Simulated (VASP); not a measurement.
# Mg4S (I4/mmm) in VASP: notebook, part 2 of 2

VASP 6.6.1. Earlier steps stand in the parts before.

## (3) Relaxation of cell and atoms, PBE

This run uses another cell than the first one, of 19.31 Å³/atom, 0.833 times its volume.

INCAR

```
SYSTEM = Mg4S
  PREC = Accurate
  ENCUT = 600
  EDIFF = 1E-6
  ISMEAR = 0
  SIGMA = 0.2
  LREAL = .False.
  LASPH = .True.
  NELM = 80
  ALGO = Normal
  ISIF = 3
  LWAVE = .False.
  LCHARG = .False.
  GGA = PE
  IBRION = 2
  NSW = 36
  EDIFFG = -0.08
```

KPOINTS

```
regular mesh
0
Gamma
  5 5 5
  0 0 0
```

POSCAR

```
Mg4S
1.0
   -2.0883940300      2.0883940300      5.5337740900
    2.0883940300     -2.0883940300      5.5337740900
    2.0883940300      2.0883940300     -5.5337740900
Mg S
4 1
Direct
    0.3810000100      0.3810000100      0.0000000000
    0.6189999900      0.6189999900      0.0000000000
    0.7500000000      0.2500000000      0.5000000000
    0.2500000000      0.7500000000      0.5000000000
    0.0000000000      0.0000000000      0.0000000000
```

Potentials or basis: VASP PAW PBE potentials, release 64 (Mg, S).

Run with:

```sh
> cat potpaw_PBE.64/Mg/POTCAR potpaw_PBE.64/S/POTCAR > POTCAR
> mpirun -np 1 vasp_std > vasp.out
```

OUTCAR:

```text
SYSTEM = Mg4S
   PREC = Accurate
   ENCUT = 600
   EDIFF = 1E-6
   ISMEAR = 0
   LREAL = .False.
   LASPH = .True.
   NELM = 80
   ISIF = 3
   GGA = PE
   IBRION = 2
   NSW = 36
   EDIFFG = -0.08

 ion  position               nearest neighbor table
   1  0.381  0.381  0.000-   3 2.54   4 2.54   4 2.54   3 2.54   2 2.63
   2  0.619  0.619  0.000-   4 2.54   3 2.54   3 2.54   4 2.54   1 2.63
   3  0.750  0.250  0.500-   1 2.54   2 2.54   1 2.54   2 2.54   4 2.95   4 2.95   4 2.95   4 2.95

   4  0.250  0.750  0.500-   1 2.54   2 2.54   1 2.54   2 2.54   3 2.95   3 2.95   3 2.95   3 2.95

   5  0.000  0.000  0.000-

  LATTYP: Found a body centered tetragonal cell.
 ALAT       =     4.1767880600
 C/A-ratio  =     2.6497749038

  Lattice vectors:

 A1 = (  -2.0883940300,   2.0883940300,   5.5337740900)
 A2 = (   2.0883940300,  -2.0883940300,   5.5337740900)
 A3 = (   2.0883940300,   2.0883940300,  -5.5337740900)

Analysis of symmetry for initial positions (statically):
=====================================================================
 Subroutine PRICEL returns:
 Original cell was already a primitive cell.

 Routine SETGRP: Setting up the symmetry group for a
 body centered tetragonal supercell.
[... 171 lines left out ...]

  FORCE on cell =-STRESS in cart. coord.  units (eV):
  Direction    XX          YY          ZZ          XY          YZ          ZX
  --------------------------------------------------------------------------------------
  -------------------------------------------------------------------------------------
  Total        8.0987883      8.0987883     11.4170792      0.0000000      0.0000000      0.0000000
  in kB      134.4077551    134.4077551    189.4782189      0.0000000      0.0000000      0.0000000
  external PRESSURE =     152.7645764 kB  Pullay stress =       0.0000000 kB
[... 98 lines left out ...]
  FREE ENERGIE OF THE ION-ELECTRON SYSTEM (eV)
  ---------------------------------------------------
  free  energy   TOTEN  =        -8.5241908762 eV

  energy  without entropy=       -8.4786786858  energy(sigma->0) =       -8.50143478

[... ionic steps 4 to 11 ...]

--------------------------------------- Ionic step       12  -------------------------------------------

 number of electron      13.9999999 magnetization

------------------------ aborting loop because EDIFF is reached ----------------------------------------
[... 73 lines left out ...]
--------------------------------------- Ionic step       14  -------------------------------------------

 number of electron      14.0000001 magnetization

 Free energy of the ion-electron system (eV)
  ---------------------------------------------------
  ext. energy  EPLUGINS =         0.00000000
  ---------------------------------------------------
  free energy    TOTEN  =       -10.10012420 eV

  energy without entropy =      -10.05755115  energy(sigma->0) =      -10.07883768

 E-fermi :   3.0281     XC(G=0):  -8.5296

 val. band max:        2.9914931748   @ k =  -0.2000  -0.4000   0.2000
 cond. band min:       3.0492443032   @ k =  -0.4000   0.4000   0.4000
 fundamental gap:      0.0577511285
 Fermi energy:         3.0281247873

 k-point     1 :       0.0000    0.0000    0.0000
  band No.  band energies     occupation
      1      -9.8634      2.00000
      2      -3.4497      2.00000
      3      -1.8875      2.00000
      4       0.9073      2.00000
      5       0.9073      2.00000
      6       1.7832      2.00000
      7       1.9901      2.00000
      8       5.2961      0.00000
      9       5.8603      0.00000
     10       5.8603      0.00000
     11       6.3490      0.00000
[... 268 lines left out ...]
  FREE ENERGIE OF THE ION-ELECTRON SYSTEM (eV)
  ---------------------------------------------------
  free  energy   TOTEN  =       -10.1001242035 eV

  energy  without entropy=      -10.0575511491  energy(sigma->0) =      -10.07883768

 reached required accuracy - stopping structural energy minimisation
```

OSZICAR:

```text
N       E                     dE             d eps       ncg     rms          rms(c)
DAV:   1     0.342567839676E+02    0.34257E+02   -0.52169E+03   396   0.109E+03
DAV:   2    -0.419049476453E+01   -0.38447E+02   -0.35085E+02   563   0.118E+02
DAV:   3    -0.727417463264E+01   -0.30837E+01   -0.30232E+01   480   0.341E+01
[... 132 lines left out ...]
DAV:   3    -0.101002741763E+02    0.23000E-03   -0.46240E-03   408   0.436E-01    0.867E-02
DAV:   4    -0.101001699510E+02    0.10423E-03   -0.12988E-04   455   0.839E-02    0.542E-02
DAV:   5    -0.101001277197E+02    0.42231E-04   -0.51605E-05   444   0.473E-02    0.278E-02
DAV:   6    -0.101001244242E+02    0.32955E-05   -0.24989E-06   384   0.119E-02    0.111E-03
DAV:   7    -0.101001242035E+02    0.22065E-06   -0.62606E-07   201   0.454E-03
  14 F= -.10100124E+02 E0= -.10078838E+02  d E =-.190819E-02
```

Wall time 7.1 min (1 thread of Intel Xeon Platinum 8259CL at 2.50GHz (Skylake/Cascade Lake), shared host); peak memory 0.37 GiB.

Results:

* Free energy: -10.1001 eV
* Relaxed volume: 23.11 Å³/atom
* Relaxed cell: a = 8.552 Å, b = 8.552 Å, c = 8.552 Å, α = 154.52°, β = 154.52°, γ = 36.34°
* Space group after relaxing (to 0.05 Å): I4/mmm (No. 139)
* Energy gained by relaxing: 642.4 meV/atom
* Ionic steps: 14
* Pressure after relaxing: -0.2 GPa
* Largest force after relaxing: 0.020 eV/Å
* Band gap on the k mesh: zero (band 7 reaches 3.39 eV, above the bottom of band 8 at 2.49 eV)

Forces on the atoms (eV/Å):
```
Mg   0.000  0.000  0.020
Mg   0.000  0.000 -0.020
Mg   0.000  0.000  0.000
Mg   0.000  0.000  0.000
S    0.000  0.000  0.000
```

The path:
| step | energy change (eV) | largest force (eV/Å) | pressure (GPa) | volume (Å³) |
| --- | --- | --- | --- | --- |
| 1 | 0.0000 | 2.5110 | 15.28 | 96.54 |
| 2 | -1.6014 | 0.4625 | 0.78 | 124.58 |
| 3 | -1.6358 | 0.1389 | -1.02 | 132.39 |
| 4 | -1.6374 | 0.1848 | -0.76 | 131.15 |
| 5 | -1.8517 | 0.3510 | -1.11 | 131.04 |
| 6 | -2.4653 | 0.5471 | -2.07 | 129.05 |
| 7 | -2.9840 | 0.5304 | -0.74 | 118.66 |
| 8 | -3.0023 | 0.6504 | -2.41 | 124.41 |
| 9 | -3.0696 | 0.6402 | -2.11 | 122.66 |
| 10 | -3.1204 | 0.2504 | 2.31 | 108.64 |
| 11 | -3.1679 | 0.4401 | 0.23 | 114.02 |
| 12 | -3.2079 | 0.0584 | 0.45 | 113.43 |
| 13 | -3.2098 | 0.0495 | 0.38 | 113.53 |
| 14 | -3.2118 | 0.0197 | -0.21 | 115.55 |

Final structure:
```
Mg S
1.0
    -1.88552    1.88552    8.12521
     1.88552   -1.88552    8.12521
     1.88552    1.88552   -8.12521
Mg S
4 1
Cartesian
  0.0000 0.0000 6.7016
  0.0000 0.0000 9.5488
  0.0000 1.8855 4.0626
  1.8855 0.0000 4.0626
  0.0000 0.0000 0.0000
```

Levels at points of the mesh, in eV from the Fermi level:
```tsv
k point	band 5	band 6	band 7	band 8	band 9	band 10
(0.00, 0.00, 0.00)	-2.12	-1.24	-1.04	2.27	2.83	2.83
```

Caveat: the k points lie up to 0.47 Å⁻¹ apart in the final cell; the volume moved by over 15 % at a fixed basis, so the end points are rough; the relaxation stopped at a loose force limit of 0.08 eV/Å, so its end isn't a converged minimum.
